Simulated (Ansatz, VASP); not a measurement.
## One calculation of Al14Cu, two programs

```xyz
15
Lattice="4.2330 2.4439 0.0000 -4.2330 2.4439 0.0000 0.0000 0.0000 21.2167" Properties=species:S:1:pos:R:3 pbc="T T T"
Al    0.0056    0.0032    6.0420
Al   -1.4110    2.4375    6.0420
Al    1.4054    2.4472    6.0420
Al   -2.7995    3.2716    8.3697
Al   -0.0226    3.2716    8.3697
Al   -1.4110    0.7886    8.3697
Al   -2.8220    1.6293   10.6083
Al    0.0000    1.6293   10.6083
Al   -0.0226   -0.0130   12.8469
Al   -1.4110    2.4700   12.8469
Al    1.4336    2.4309   12.8469
Al   -2.8276    3.2554   15.1747
Al    0.0056    3.2554   15.1747
Al   -1.4110    0.8211   15.1747
Cu   -1.4110    4.0732   10.6083
```

Alike in both runs: functional r2SCAN; k mesh 9 × 9 × 1; occupations methfessel-paxton of order 1, width 0.1 eV; no spin polarisation.

Ansatz relaxed the structure, and its values are those at the end. VASP's run is a single point on that final structure, the one shown.

```csv
,VASP,Ansatz
version,VASP 6.6.1,Ansatz 0.2.0
potentials or method,"VASP PAW PBE potentials, release 64 (Al, Cu), cutoff 520 eV","scalar-relativistic, plane waves, PAW"
valence electrons in the cell,53,61
```

|  | VASP | Ansatz | Ansatz less VASP |
| --- | --- | --- | --- |
| gap on the k mesh at the Fermi level (eV) | none | none | - |
| rms of the force components (eV/Å) | 0.005 | 0.004 | -0.0009 |

VASP's potentials were made for PBE, not for r2SCAN. A gap of «none» marks a metal or a gap that the smearing closes. VASP's potentials hold 53 valence electrons a cell and Ansatz's 61, so a difference there can come from the potentials and not from the codes. Ansatz's warnings: vacuum density over bound, xc potential rough in thin density.
